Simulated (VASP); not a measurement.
# BaLi2S2 (P-3m1) in VASP: further runs

Runs on BaLi2S2. Level: PBE. Tasks: relaxation of cell and atoms, relaxation of shape and atoms at fixed volume.

All numbers are computed with VASP 6.6.1; they aren't measurements. Logs are shortened: lines on timing, memory, paths and dates and some standing lists are left out, and cuts for length are marked.

## (1) The cell of the first run

The structure is trigonal, space group P-3m1 (No. 164). Conventional cell: a = 4.137 Å, b = 4.137 Å, c = 6.704 Å, α = 90.00°, β = 90.00°, γ = 120.00°. Within 3.9 Å of Ba (site symmetry -3m) lie 6 Li at 2.93 Å and 6 S at 3.40 Å. Within 3.3 Å of Li (site symmetry 3m) lie 4 S at 2.50 to 2.59 Å and 3 Ba at 2.93 Å. S (site symmetry 3m) has 4 Li at 2.50 to 2.59 Å and 3 S at 3.03 Å and 3 Ba at 3.40 Å within 3.5 Å.

The cell was generated, and may not be a known phase.

## (2) Relaxation of cell and atoms, PBE

INCAR reads:

```
SYSTEM = BaLi2S2
  ALGO = Normal
  EDIFF = 1E-6
  EDIFFG = -0.04
  ENCUT = 600
  GGA = PE
  IBRION = 2
  ISIF = 3
  ISMEAR = 0
  LASPH = .TRUE.
  LCHARG = .FALSE.
  LREAL = .FALSE.
  LWAVE = .FALSE.
  NELM = 100
  NSW = 90
  PREC = Accurate
  SIGMA = 0.1
```

KPOINTS reads:

```
k-points
0
G
  6 6 4
  0 0 0
```

POSCAR reads:

```
BaLi2S2
1.0
    4.1372227400      0.0000000000      0.0000000000
   -2.0686113700      3.5829400000      0.0000000000
    0.0000000000      0.0000000000      6.7036112700
Ba Li S
1 2 2
Direct
    0.0000000000      0.0000000000      0.0000000000
    0.6666666700      0.3333333300      0.7478264600
    0.3333333300      0.6666666700      0.2521735400
    0.6666666700      0.3333333300      0.3611118800
    0.3333333300      0.6666666700      0.6388881200
```

Potentials or basis: VASP PAW PBE potentials, release 64 (Ba_sv, Li_sv, S).

Command:

```bash
$ cat potpaw_PBE.64/Ba_sv/POTCAR potpaw_PBE.64/Li_sv/POTCAR potpaw_PBE.64/S/POTCAR > POTCAR
$ mpirun -np 1 vasp_std > vasp.out
```

OUTCAR:

```text
SYSTEM = BaLi2S2
   EDIFF = 1E-6
   EDIFFG = -0.04
   ENCUT = 600
   GGA = PE
   IBRION = 2
   ISIF = 3
   ISMEAR = 0
   LASPH = .TRUE.
   LREAL = .FALSE.
   NELM = 100
   NSW = 90
   PREC = Accurate

 ion  position               nearest neighbor table
   1  0.000  0.000  0.000-   2 2.93   3 2.93   2 2.93   3 2.93   2 2.93   3 2.93   4 3.40   5 3.40
                             4 3.40   5 3.40   5 3.40   4 3.40
   2  0.667  0.333  0.748-   5 2.50   5 2.50   5 2.50   4 2.59   1 2.93   1 2.93   1 2.93
   3  0.333  0.667  0.252-   4 2.50   4 2.50   4 2.50   5 2.59   1 2.93   1 2.93   1 2.93
   4  0.667  0.333  0.361-   3 2.50   3 2.50   3 2.50   2 2.59   1 3.40   1 3.40   1 3.40
   5  0.333  0.667  0.639-   2 2.50   2 2.50   2 2.50   3 2.59   1 3.40   1 3.40   1 3.40

  LATTYP: Found a hexagonal cell.
 ALAT       =     4.1372227400
 C/A-ratio  =     1.6203167418

  Lattice vectors:

 A1 = (   4.1372227400,   0.0000000000,   0.0000000000)
 A2 = (  -2.0686113700,   3.5829400000,   0.0000000000)
 A3 = (   0.0000000000,   0.0000000000,   6.7036112700)

Analysis of symmetry for initial positions (statically):
=====================================================================
 Subroutine PRICEL returns:
 Original cell was already a primitive cell.

 Routine SETGRP: Setting up the symmetry group for a
 hexagonal supercell.

 Subroutine GETGRP returns: Found 12 space group operations
 (whereof 12 operations were pure point group operations)
 out of a pool of 24 trial point group operations.

The static configuration has the point symmetry D_3d.

Analysis of symmetry for dynamics (positions and initial velocities):
=====================================================================
 Subroutine PRICEL returns:
 Original cell was already a primitive cell.

 Routine SETGRP: Setting up the symmetry group for a
 hexagonal supercell.

 Subroutine GETGRP returns: Found 12 space group operations
 (whereof 12 operations were pure point group operations)
 out of a pool of 24 trial point group operations.

The dynamic configuration has the point symmetry D_3d.

 Subroutine INISYM returns: Found 12 space group operations
 (whereof 12 operations are pure point group operations),
 and found     1 'primitive' translations

----------------------------------------------------------------------------------------

                                     Primitive cell

  volume of cell :      99.3705

  direct lattice vectors                    reciprocal lattice vectors
     4.137222740  0.000000000  0.000000000     0.241708040  0.139550202  0.000000000
[... 111 lines left out ...]
     AMIX_MAG =   1.60;   BMIX_MAG =  1.00
  volume/ion in A,a.u.               =      19.87       134.12
  Fermi-wavevector in a.u.,A,eV,Ry     =   1.073269  2.028184 15.672625  1.151905
  Thomas-Fermi vector in A             =   2.209063
   LORBIT       =      0    0 simple, 1 ext, 2 COOP (PROOUT), +10 PAW based schemes
   GGA     = PE    functional components
   LHFCALC =     F    Hartree Fock is set to
   AEXX    =    0.0000 exact exchange contribution
   IVDW    =     0    specifies the selected vdW correction
   LEPSILON=     F    determine dielectric tensor
   LRPA    =     F    only Hartree local field effects (RPA)
 conjugate gradient relaxation of ions
 non-spin polarized calculation
 Gauss-broadening in eV      SIGMA  =   0.10
  energy-cutoff  :      600.00
  volume of cell :       99.37
 maximum number of plane-waves:      3348
 NGX is ok and might be reduce to    36
   NGX = 17   NGY = 17   NGZ = 27

--------------------------------------- Ionic step        1  -------------------------------------------

 number of electron      28.0000010 magnetization

 Free energy of the ion-electron system (eV)
  ---------------------------------------------------
  ext. energy  EPLUGINS =         0.00000000
  ---------------------------------------------------
  free energy    TOTEN  =       -17.02526283 eV

  energy without entropy =      -17.02482899  energy(sigma->0) =      -17.02504591

------------------------ aborting loop because EDIFF is reached ----------------------------------------

  FORCE on cell =-STRESS in cart. coord.  units (eV):
  Direction    XX          YY          ZZ          XY          YZ          ZX
  --------------------------------------------------------------------------------------
  -------------------------------------------------------------------------------------
  Total        5.1184476      5.1184476     -1.2982410      0.0000000     -0.0000000     -0.0000000
  in kB       82.5261490     82.5261492    -20.9319001      0.0000000     -0.0000000     -0.0000000
  external PRESSURE =      48.0401327 kB  Pullay stress =       0.0000000 kB
[... 98 lines left out ...]
  FREE ENERGIE OF THE ION-ELECTRON SYSTEM (eV)
  ---------------------------------------------------
  free  energy   TOTEN  =       -20.7680977907 eV

  energy  without entropy=      -20.7680977907  energy(sigma->0) =      -20.76809779

 E-fermi :   2.0582     XC(G=0):  -8.5172

 val. band max:        1.5975749169   @ k =   0.0000   0.0000   0.0000
 cond. band min:       4.3075276423   @ k =   0.5000  -0.0000   0.0000
 fundamental gap:      2.7099527254
 Fermi energy:         2.0581861463

 k-point     1 :       0.0000    0.0000    0.0000
  band No.  band energies     occupation
      1     -43.4554      2.00000
      2     -43.4515      2.00000
      3     -24.4124      2.00000
      4     -10.5137      2.00000
      5      -9.5800      2.00000
      6      -9.5800      2.00000
[... 481 lines left out ...]
      5     -10.3982      2.00000
      6      -9.8165      2.00000
[... 10 lines left out ...]
     17       6.7090      0.00000
     18       7.4108      0.00000

[... ionic steps 4 to 12 ...]

--------------------------------------- Ionic step       13  -------------------------------------------

 number of electron      27.9999988 magnetization

------------------------ aborting loop because EDIFF is reached ----------------------------------------
[... 73 lines left out ...]
--------------------------------------- Ionic step       15  -------------------------------------------

 number of electron      27.9999987 magnetization

 Free energy of the ion-electron system (eV)
  ---------------------------------------------------
  ext. energy  EPLUGINS =         0.00000000
  ---------------------------------------------------
  free energy    TOTEN  =       -21.92506192 eV

  energy without entropy =      -21.92506192  energy(sigma->0) =      -21.92506192

 E-fermi :   1.7075     XC(G=0):  -8.4389

 val. band max:        1.2812279430   @ k =   0.0000   0.0000   0.0000
 cond. band min:       4.0089627636   @ k =   0.5000  -0.0000   0.0000
 fundamental gap:      2.7277348206
 Fermi energy:         1.7075379623

 k-point     1 :       0.0000    0.0000    0.0000
  band No.  band energies     occupation
      1     -43.1252      2.00000
      2     -43.1113      2.00000
      3     -24.8549      2.00000
      4     -10.7549      2.00000
      5      -9.9062      2.00000
      6      -9.9062      2.00000
[... 525 lines left out ...]
  FREE ENERGIE OF THE ION-ELECTRON SYSTEM (eV)
  ---------------------------------------------------
  free  energy   TOTEN  =       -21.9250619190 eV

  energy  without entropy=      -21.9250619190  energy(sigma->0) =      -21.92506192

 reached required accuracy - stopping structural energy minimisation
```

CONTCAR:

```text
BaLi2S2
   1.00000000000000
     4.3114827463765799    0.0000000000000000   -0.0000000000000000
    -2.1557413731882900    3.7338535924989977    0.0000000000000000
    -0.0000000000000000   -0.0000000000000001    7.1652785450387881
  Ba              Li              S
     1     2     2
Direct
     0.0000000000000000    0.0000000000000000    0.0000000000000000
     0.6666666699999979    0.3333333300000021    0.6109925700427047
     0.3333333300000021    0.6666666699999979    0.3890074299572951
     0.6666666699999979    0.3333333300000021    0.2724443333281177
     0.3333333300000021    0.6666666699999979    0.7275556666718823

  0.00000000E+00  0.00000000E+00  0.00000000E+00
  0.00000000E+00  0.00000000E+00  0.00000000E+00
  0.00000000E+00  0.00000000E+00  0.00000000E+00
  0.00000000E+00  0.00000000E+00  0.00000000E+00
  0.00000000E+00  0.00000000E+00  0.00000000E+00
```

Wall time 8.5 min (1 thread of Intel Xeon Platinum 8375C at 2.90GHz (Ice Lake), shared host); peak memory 0.3 GiB.

What came out:

```yaml
Free_energy: -21.9251 eV
Relaxed_volume: 23.07 Å³/atom
Relaxed_cell: a = 4.311 Å, b = 4.311 Å, c = 7.165 Å, α = 90.00°, β = 90.00°, γ = 120.00°
Space_group_after_relaxing_to_0.1_Å: P-3m1 (No. 164)
Energy_gained_by_relaxing: 980.0 meV/atom
Ionic_steps: 15
Pressure_after_relaxing: -0.1 GPa
Largest_force_after_relaxing: 0.023 eV/Å
Band_gap_on_the_k_mesh: 2.73 eV (least direct gap 3.03 eV)
```

Forces in eV/Å, atoms in the order of the input:
```
Ba   0.000  0.000  0.000
Li   0.000  0.000  0.023
Li   0.000  0.000 -0.023
S    0.000  0.000  0.009
S    0.000  0.000 -0.009
```

Stress tensor (GPa, compression positive):
```
-0.02  0.00  0.00
 0.00 -0.02  0.00
 0.00  0.00 -0.12
```

Step by step:
| step | energy change (eV) | largest force (eV/Å) | pressure (GPa) | volume (Å³) |
| --- | --- | --- | --- | --- |
| 1 | 0.0000 | 3.8859 | 4.80 | 99.37 |
| 2 | -2.0527 | 2.6528 | 1.09 | 108.06 |
| 3 | -3.7428 | 1.1224 | -2.99 | 124.54 |
| 4 | -3.8298 | 0.9649 | -3.57 | 128.24 |
| 5 | -4.1908 | 0.8844 | 0.30 | 115.35 |
| 6 | -4.2085 | 0.8581 | 1.70 | 112.11 |
| 7 | -4.4173 | 0.7176 | 1.52 | 112.96 |
| 8 | -4.7757 | 0.7864 | 1.08 | 115.07 |
| 9 | -4.8547 | 0.0644 | -1.66 | 121.65 |
| 10 | -4.8593 | 0.1931 | -1.21 | 120.38 |
| 11 | -4.8958 | 0.1007 | -0.05 | 115.53 |
| 12 | -4.8959 | 0.0993 | -0.08 | 115.63 |
| 13 | -4.8993 | 0.0475 | 0.05 | 115.10 |
| 14 | -4.8993 | 0.0454 | 0.06 | 115.08 |
| 15 | -4.8998 | 0.0226 | -0.05 | 115.35 |

Final structure:
```
Ba Li S
1.0
     4.31148    0.00000    0.00000
    -2.15574    3.73385    0.00000
     0.00000    0.00000    7.16528
Ba Li S
1 2 2
Direct
  0.00000 0.00000 0.00000
  0.66667 0.33333 0.61099
  0.33333 0.66667 0.38901
  0.66667 0.33333 0.27244
  0.33333 0.66667 0.72756
```

Caveat: the cutoff is under 1.25 times the usual one of these potentials, so pressure, stress and relaxed cells hold a basis-set (Pulay) error; the volume moved by over 15 % at a fixed basis, so the end points are rough; spin-orbit coupling is left out, which moves the levels of the heavy elements.

## (3) Relaxation of shape and atoms at fixed volume, PBE (20.10 Å³/atom)

This run uses another cell than the first one, of 20.10 Å³/atom.

INCAR reads:

```
PREC = Accurate ; ENCUT = 600
EDIFF = 1E-6 ; ISMEAR = 0
SIGMA = 0.02 ; LREAL = False
LASPH = True ; NELM = 80
ALGO = Normal ; ISIF = 4
LWAVE = False ; LCHARG = False
GGA = PE ; IBRION = 2
NSW = 50 ; EDIFFG = -0.01
```

KPOINTS reads:

```
Automatic mesh
0
Gamma
  6 6 4
```

POSCAR reads:

```
BaLi2S2
1.0
    4.0940819669      0.0000000000      0.0000000000
   -2.0470409835      3.5455789885      0.0000000000
    0.0000000000      0.0000000000      6.9234243555
Ba Li S
1 2 2
Direct
    0.0000000000      0.0000000000      0.0000000000
    0.6666666667      0.3333333333      0.6137174385
    0.3333333333      0.6666666667      0.3862825615
    0.6666666667      0.3333333333      0.2756076863
    0.3333333333      0.6666666667      0.7243923137
```

Potentials or basis: VASP PAW PBE potentials, release 64 (Ba_sv, Li_sv, S).

Command:

```bash
$ cat potpaw_PBE.64/Ba_sv/POTCAR potpaw_PBE.64/Li_sv/POTCAR potpaw_PBE.64/S/POTCAR > POTCAR
$ mpirun -np 1 vasp_std > vasp.out
```

Run time: 2.1 min. Hardware: 1 thread of Intel Xeon Platinum 8375C at 2.90GHz (Ice Lake), shared host; peak memory 0.29 GiB.

It converged, with:

- Free energy: -21.6512 eV
- Energy gained by relaxing: 1.0 meV/atom
- Ionic steps: 4
- Pressure after relaxing: 6.7 GPa
- Largest force after relaxing: 0.006 eV/Å
- Band gap on the k mesh: 2.45 eV (least direct gap 2.71 eV)

Forces in eV/Å, atoms in the order of the input:
```
Ba   0.000  0.000  0.000
Li   0.000  0.000  0.005
Li   0.000  0.000 -0.005
S    0.000  0.000 -0.006
S    0.000  0.000  0.006
```

The path:
```csv
step,energy change (eV),largest force (eV/Å),pressure (GPa),volume (Å³)
1,0.0000,0.1818,6.99,100.50
2,-0.0031,0.1029,6.88,100.50
3,-0.0049,0.0188,6.73,100.50
4,-0.0050,0.0063,6.71,100.50
```

Final structure:
```
Ba Li S
1.0
     4.08111    0.00000    0.00000
    -2.04056    3.53435    0.00000
     0.00000    0.00000    6.96751
Ba Li S
1 2 2
Cartesian
  0.0000 0.0000 0.0000
  2.0406 1.1781 4.2795
  0.0000 2.3562 2.6880
  2.0406 1.1781 1.9420
  0.0000 2.3562 5.0255
```

Levels at points of the mesh, in eV from the valence-band top:
| k point | band 11 | band 12 | band 13 | band 14 | band 15 | band 16 | band 17 | band 18 |
| --- | --- | --- | --- | --- | --- | --- | --- | --- |
| (0.00, 0.00, 0.00) | -0.90 | -0.09 | 0.00 | 0.00 | 3.39 | 4.51 | 4.77 | 4.77 |
| (0.50, 0.00, 0.00) | -1.37 | -0.94 | -0.91 | -0.83 | 2.45 | 5.99 | 6.32 | 7.05 |
| (0.00, 0.00, 0.50) | -0.63 | -0.63 | -0.39 | -0.39 | 3.96 | 4.59 | 4.59 | 5.36 |
| (0.50, 0.00, 0.50) | -1.74 | -1.46 | -0.33 | -0.25 | 2.47 | 4.77 | 6.20 | 6.33 |

Caveat: the cutoff is under 1.25 times the usual one of these potentials, so pressure, stress and relaxed cells hold a basis-set (Pulay) error; spin-orbit coupling is left out, which moves the levels of the heavy elements.

## (4) Relaxation of shape and atoms at fixed volume, PBE (20.79 Å³/atom)

This run uses another cell than the first one, of 20.79 Å³/atom.

INCAR reads:

```
SYSTEM = BaLi2S2
ALGO = Normal
EDIFF = 1E-6
EDIFFG = -0.01
ENCUT = 600
GGA = PE
IBRION = 2
ISIF = 4
ISMEAR = 0
LASPH = .True.
LCHARG = .False.
LREAL = .False.
LWAVE = .False.
NELM = 80
NSW = 50
PREC = Accurate
SIGMA = 0.02
```

KPOINTS reads:

```
k-points
0
Gamma
  6 6 4
  0 0 0
```

POSCAR reads:

```
BaLi2S2
1.0
    4.1498509823      0.0000000000      0.0000000000
   -2.0749254912      3.5938763726      0.0000000000
    0.0000000000      0.0000000000      6.9683143603
Ba Li S
1 2 2
Direct
    0.0000000000      0.0000000000      0.0000000000
    0.6666666667      0.3333333333      0.6133260965
    0.3333333333      0.6666666667      0.3866739035
    0.6666666667      0.3333333333      0.2741792602
    0.3333333333      0.6666666667      0.7258207398
```

Command:

```bash
$ cat potpaw_PBE.64/Ba_sv/POTCAR potpaw_PBE.64/Li_sv/POTCAR potpaw_PBE.64/S/POTCAR > POTCAR
$ mpirun -np 1 vasp_std > vasp.out
```

Run time: 2.5 min. Hardware: 1 thread of Intel Xeon Platinum 8375C at 2.90GHz (Ice Lake), shared host; peak memory 0.29 GiB.

Results (log left out):

```
Free energy                  : -21.7744 eV
Energy gained by relaxing    : 0.9 meV/atom
Ionic steps                  : 5
Pressure after relaxing      : 4.7 GPa
Largest force after relaxing : 0.006 eV/Å
Band gap on the k mesh       : 2.53 eV (least direct gap 2.81 eV)
```

Forces on the atoms (eV/Å):
```
Ba   0.000  0.000  0.000
Li   0.000  0.000  0.006
Li   0.000  0.000 -0.006
S    0.000  0.000 -0.004
S    0.000  0.000  0.004
```

The path:
```
step  energy change (eV)  largest force (eV/Å)  pressure (GPa)  volume (Å³)
   1              0.0000                0.1658            4.97       103.93
   2             -0.0026                0.0985            4.89       103.93
   3             -0.0042                0.0456            4.71       103.93
   4             -0.0043                0.0146            4.75       103.93
   5             -0.0044                0.0059            4.74       103.93
```

Final structure:
```
CELL_PARAMETERS angstrom
4.13753 0.00000 0.00000
-2.06877 3.58321 0.00000
0.00000 0.00000 7.00986
ATOMIC_POSITIONS crystal
Ba 0.00000 0.00000 0.00000
Li 0.66667 0.33333 0.61381
Li 0.33333 0.66667 0.38619
S 0.66667 0.33333 0.27717
S 0.33333 0.66667 0.72283
```

Levels at points of the mesh, in eV from the valence-band top:
```csv
k point,band 10,band 11,band 12,band 13,band 14,band 15,band 16,band 17,band 18
"(0.00, 0.00, 0.00)",-0.87,-0.87,-0.09,0.00,0.00,3.47,4.36,4.77,4.77
"(0.50, 0.00, 0.00)",-1.37,-1.33,-0.89,-0.86,-0.82,2.53,5.97,6.25,6.96
"(0.00, 0.00, 0.50)",-1.40,-0.61,-0.61,-0.37,-0.37,4.02,4.58,4.58,5.19
"(0.50, 0.00, 0.50)",-1.78,-1.64,-1.39,-0.33,-0.24,2.57,4.73,6.18,6.21
```

Caveat: the cutoff is under 1.25 times the usual one of these potentials, so pressure, stress and relaxed cells hold a basis-set (Pulay) error; spin-orbit coupling is left out, which moves the levels of the heavy elements. A k mesh can miss the band edges.

(Part 1 of 2 ends here.)
